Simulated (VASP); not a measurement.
# Ga3BSb2 (P-4m2) in VASP: further runs, part 2 of 2

VASP 6.6.1. Earlier steps stand in the parts before.

## Step 5: Single point, PBE

File INCAR:

```
  ALGO = Normal
  EDIFF = 1E-6
  ENCUT = 520
  GGA = PE
  ISIF = 2
  ISMEAR = 0
  LASPH = T
  LCHARG = T
  LELF = T
  LREAL = F
  LVHAR = T
  LWAVE = F
  NBANDS = 35
  NELM = 100
  PREC = Accurate
  SIGMA = 0.1
```

File KPOINTS:

```
k-points
0
Gamma
  10 10 6
```

File POSCAR:

```
Ga3BSb2
1.0
    4.0090842831      0.0000000000      0.0000000000
    0.0000000000      4.0090842831      0.0000000000
    0.0000000000      0.0000000000      8.6439672446
Ga B Sb
3 1 2
Direct
    0.5000000000      0.5000000000      0.0000000000
    0.0000000000      0.0000000000      0.0000000000
    0.5000000000      0.5000000000      0.5000000000
    0.0000000000      0.0000000000      0.5000000000
    0.0000000000      0.5000000000      0.3025919961
    0.5000000000      0.0000000000      0.6974080039
```

Potentials or basis: VASP PAW PBE potentials, release 64 (Ga_d, B, Sb).

On the command line:

```console
$ cat potpaw_PBE.64/Ga_d/POTCAR potpaw_PBE.64/B/POTCAR potpaw_PBE.64/Sb/POTCAR > POTCAR
$ mpirun -np 1 vasp_std > vasp.out
```

OUTCAR:

```text
EDIFF = 1E-6
   ENCUT = 520
   GGA = PE
   ISIF = 2
   ISMEAR = 0
   LASPH = T
   LREAL = F
   NELM = 100
   PREC = Accurate

 ion  position               nearest neighbor table
   1  0.500  0.500  0.000-   2 2.83   2 2.83   2 2.83   2 2.83   6 3.30   6 3.30   5 3.30   5 3.30

   2  0.000  0.000  0.000-   1 2.83   1 2.83   1 2.83   1 2.83   5 3.30   6 3.30   6 3.30   5 3.30

   3  0.500  0.500  0.500-   5 2.63   6 2.63   6 2.63   5 2.63
   4  0.000  0.000  0.500-   5 2.63   6 2.63   5 2.63   6 2.63
   5  0.000  0.500  0.303-   3 2.63   4 2.63   4 2.63   3 2.63   2 3.30   1 3.30   1 3.30   2 3.30

   6  0.500  0.000  0.697-   3 2.63   4 2.63   3 2.63   4 2.63   1 3.30   1 3.30   2 3.30   2 3.30

  LATTYP: Found a simple tetragonal cell.
 ALAT       =     4.0090842831
 C/A-ratio  =     2.1560951664

  Lattice vectors:

 A1 = (   4.0090842831,   0.0000000000,   0.0000000000)
 A2 = (   0.0000000000,   4.0090842831,   0.0000000000)
 A3 = (   0.0000000000,   0.0000000000,   8.6439672446)

Analysis of symmetry for initial positions (statically):
=====================================================================
 Subroutine PRICEL returns:
 Original cell was already a primitive cell.

 Routine SETGRP: Setting up the symmetry group for a
 simple tetragonal supercell.

 Subroutine GETGRP returns: Found  8 space group operations
 (whereof  8 operations were pure point group operations)
 out of a pool of 16 trial point group operations.

The static configuration has the point symmetry D_2d.

Analysis of symmetry for dynamics (positions and initial velocities):
=====================================================================
 Subroutine PRICEL returns:
 Original cell was already a primitive cell.

 Routine SETGRP: Setting up the symmetry group for a
 simple tetragonal supercell.

 Subroutine GETGRP returns: Found  8 space group operations
 (whereof  8 operations were pure point group operations)
 out of a pool of 16 trial point group operations.

The dynamic configuration has the point symmetry D_2d.

 Subroutine INISYM returns: Found  8 space group operations
 (whereof  8 operations are pure point group operations),
 and found     1 'primitive' translations

----------------------------------------------------------------------------------------

                                     Primitive cell

  volume of cell :     138.9324

  direct lattice vectors                    reciprocal lattice vectors
     4.009084283  0.000000000  0.000000000     0.249433519  0.000000000  0.000000000
     0.000000000  4.009084283  0.000000000     0.000000000  0.249433519  0.000000000
     0.000000000  0.000000000  8.643967245     0.000000000  0.000000000  0.115687620

  length of vectors
     4.009084283  4.009084283  8.643967245     0.249433519  0.249433519  0.115687620

  position of ions in fractional coordinates (direct lattice)
     0.500000000  0.500000000  0.000000000
     0.000000000  0.000000000  0.000000000
     0.500000000  0.500000000  0.500000000
     0.000000000  0.000000000  0.500000000
     0.000000000  0.500000000  0.302591996
     0.500000000  0.000000000  0.697408004

  ion indices of the primitive-cell ions
   primitive index   ion index
[... 35 lines left out ...]
  0.000000  0.000000  0.000000      1.000000
  0.100000  0.000000  0.000000      4.000000
  0.200000  0.000000  0.000000      4.000000
  0.300000  0.000000  0.000000      4.000000
  0.400000  0.000000  0.000000      4.000000
  0.500000  0.000000  0.000000      2.000000
[... 16 lines left out ...]
  0.100000  0.000000  0.166667      8.000000
  0.200000  0.000000  0.166667      8.000000
 [... further k-points ...]
   k-points           NKPTS =     84   k-points in BZ     NKDIM =     84   number of bands    NBANDS=     35
   number of dos      NEDOS =    301   number of ions     NIONS =      6
   total plane-waves  NPLWV =  57600
   dimension x,y,z NGX =    30 NGY =   30 NGZ =   64
   dimension x,y,z NGXF=    60 NGYF=   60 NGZF=  128
   ions per type =               3   1   2
   NGX,Y,Z   is equivalent  to a cutoff of  12.44, 12.44, 12.31 a.u.
   NGXF,Y,Z  is equivalent  to a cutoff of  24.88, 24.88, 24.62 a.u.
 SYSTEM =  unknown system
   PREC   = accura    normal or accurate (medium, high low for compatibility)
   ISTART =      0    job   : 0-new  1-cont  2-samecut
   ICHARG =      2    charge: 1-file 2-atom 10-const
   ISPIN  =      1    spin polarized calculation?
   LNONCOLLINEAR =      F non collinear calculations
   LSORBIT =      F    spin-orbit coupling
   LASPH  =      T    aspherical Exc in radial PAW
   ENCUT  =  520.0 eV  38.22 Ry    6.18 a.u.   7.45  7.45 16.07*2*pi/ulx,y,z
   NELM   =    100;   NELMIN=  2; NELMDL= -5     # of ELM steps
   EDIFF  = 0.1E-05   stopping-criterion for ELM
   LREAL  =      F    real-space projection
   EDIFFG = 0.1E-04   stopping-criterion for IOM
   NSW    =      0    number of steps for IOM
   IBRION =     -1    ionic relax: 0-MD 1-quasi-New 2-CG
   NFREE  =      0    steps in history (QN), initial steepest desc. (CG)
   ISIF   =      2    stress and relaxation
   ISYM   =      2    0-nonsym 1-usesym 2-fastsym
   POTIM  = 0.5000    time-step for ionic-motion
   TEBEG  =    0.0;   TEEND  =   0.0 temperature during run
   PSTRESS=    0.0 pullay stress
   NELECT =      52.0000    total number of electrons
   NUPDOWN=      -1.0000    fix difference up-down
   EMIN   =  10.00;   EMAX   =-10.00  energy-range for DOS
   EFERMI =   0.00;   METHOD = LEGACY
   ISMEAR =     0;   SIGMA  =   0.10  broadening in eV -4-tet -1-fermi 0-gaus
   EFERMI_NEDOS =   21; number of points for ismear=-14 and -15
   IALGO  =     38    algorithm
   IMIX   =      4    mixing-type and parameters
     AMIX     =   0.40;   BMIX     =  1.00
     AMIX_MAG =   1.60;   BMIX_MAG =  1.00
  volume/ion in A,a.u.               =      23.16       156.26
  Fermi-wavevector in a.u.,A,eV,Ry     =   1.179799  2.229497 18.938307  1.391926
  Thomas-Fermi vector in A             =   2.316103
   LORBIT       =      0    0 simple, 1 ext, 2 COOP (PROOUT), +10 PAW based schemes
   GGA     = PE    functional components
   LHFCALC =     F    Hartree Fock is set to
   AEXX    =    0.0000 exact exchange contribution
   IVDW    =     0    specifies the selected vdW correction
   LEPSILON=     F    determine dielectric tensor
   LRPA    =     F    only Hartree local field effects (RPA)
 non-spin polarized calculation
 Gauss-broadening in eV      SIGMA  =   0.10
  energy-cutoff  :      520.00
  volume of cell :      138.93
 maximum number of plane-waves:      3801
 NGX is ok and might be reduce to    30
   NGX = 15   NGY = 15   NGZ = 33

 number of electron      52.0000015 magnetization

 Free energy of the ion-electron system (eV)
  ---------------------------------------------------
  ext. energy  EPLUGINS =         0.00000000
  ---------------------------------------------------
  free energy    TOTEN  =       -20.61167035 eV

  energy without entropy =      -20.60050303  energy(sigma->0) =      -20.60608669

 E-fermi :   5.3261     XC(G=0):  -9.7544

 val. band max:        5.3152588998   @ k =   0.1000   0.1000   0.5000
 cond. band min:       5.3291634278   @ k =   0.5000   0.2000   0.3333
 fundamental gap:      0.0139045280
 Fermi energy:         5.3260512426

 k-point     1 :       0.0000    0.0000    0.0000
  band No.  band energies     occupation
      1      -9.9129      2.00000
      2      -9.8564      2.00000
      3      -9.8564      2.00000
      4      -9.8286      2.00000
      5      -9.8265      2.00000
      6      -9.7590      2.00000
[... 901 lines left out ...]
     34       9.6211      0.00000
     35      10.4272      0.00000

 [... further k-points ...]

------------------------ aborting loop because EDIFF is reached ----------------------------------------

  FORCE on cell =-STRESS in cart. coord.  units (eV):
  Direction    XX          YY          ZZ          XY          YZ          ZX
  --------------------------------------------------------------------------------------
  -------------------------------------------------------------------------------------
  Total        0.0729917      0.0729917      0.1194773      0.0000000      0.0000000      0.0000000
  in kB        0.8417456      0.8417456      1.3778195      0.0000000      0.0000000      0.0000000
  external PRESSURE =       1.0204369 kB  Pullay stress =       0.0000000 kB

 VOLUME and BASIS-vectors are now :
 -----------------------------------------------------------------------------
  energy-cutoff  :      520.00
  volume of cell :      138.93
      direct lattice vectors                 reciprocal lattice vectors
     4.009084283  0.000000000  0.000000000     0.249433519  0.000000000  0.000000000
     0.000000000  4.009084283  0.000000000     0.000000000  0.249433519  0.000000000
     0.000000000  0.000000000  8.643967245     0.000000000  0.000000000  0.115687620

 POSITION                                       TOTAL-FORCE (eV/Angst)
 -----------------------------------------------------------------------------------
      2.00454      2.00454      0.00000        -0.000000      0.000000      0.000000
      0.00000      0.00000      0.00000         0.000000     -0.000000      0.000000
      2.00454      2.00454      4.32198        -0.000000     -0.000000      0.000000
      0.00000      0.00000      4.32198        -0.000000     -0.000000      0.000000
      0.00000      2.00454      2.61560        -0.000000     -0.000000     -0.035953
      2.00454      0.00000      6.02837        -0.000000     -0.000000      0.035953
 -----------------------------------------------------------------------------------
    total drift:                                0.000000      0.000000      0.000000

  FREE ENERGIE OF THE ION-ELECTRON SYSTEM (eV)
  ---------------------------------------------------
  free  energy   TOTEN  =       -20.6116703547 eV

  energy  without entropy=      -20.6005030254  energy(sigma->0) =      -20.60608669
```

It took 3.6 min on 1 thread of Intel Xeon 6975P-C (Granite Rapids), shared host; peak memory 0.48 GiB.

What came out:

```
Free energy            : -20.6117 eV
Pressure               : 0.1 GPa
Largest force          : 0.036 eV/Å
Band gap on the k mesh : zero (bands 26 and 27 overlap by 2.68 eV)
```

Forces on the atoms (eV/Å):
```
Ga   0.000  0.000  0.000
Ga   0.000  0.000  0.000
Ga   0.000  0.000  0.000
B    0.000  0.000  0.000
Sb   0.000  0.000 -0.036
Sb   0.000  0.000  0.036
```

Caveat: spin-orbit coupling is left out, which moves the levels of the heavy elements.

## Step 6: Summary

```tsv
task	cell	k mesh	cutoff (eV)	gap on the mesh (eV)	pressure (GPa)	largest force (eV/Å)
single point	a = 4.038, b = 4.038, c = 8.530 Å, 6 atoms, atomic positions A	4 × 4 × 4	520	none	0.2	0.02
single point	a = 4.623, b = 4.623, c = 6.583 Å, 6 atoms, atomic positions B	4 × 4 × 4	520	none	1.9	0.72
relaxation of cell and atoms	relaxed from a = 4.623, b = 4.623, c = 6.583 Å, 6 atoms, atomic positions B	4 × 4 × 4	600	none	0.1	0.04
single point	a = 4.009, b = 4.009, c = 8.644 Å, 6 atoms, atomic positions C	10 × 10 × 6	520	none	0.1	0.04
```

Alike in all rows: level PBE; potentials or basis VASP PAW PBE potentials, release 64 (Ga_d, B, Sb); no spin polarisation; smearing gaussian 0.1 eV.

Caveats: some runs use coarse meshes; spin-orbit coupling is left out, which moves the levels of the heavy elements; a cell axis changed by over 15 % at a fixed basis, so the end point is rough (at least some runs).

Total energies depend on the potentials used, so only differences within one code and one set of settings carry meaning.

The gap in the log of VASP goes by the Fermi energy; the results here count the filled bands.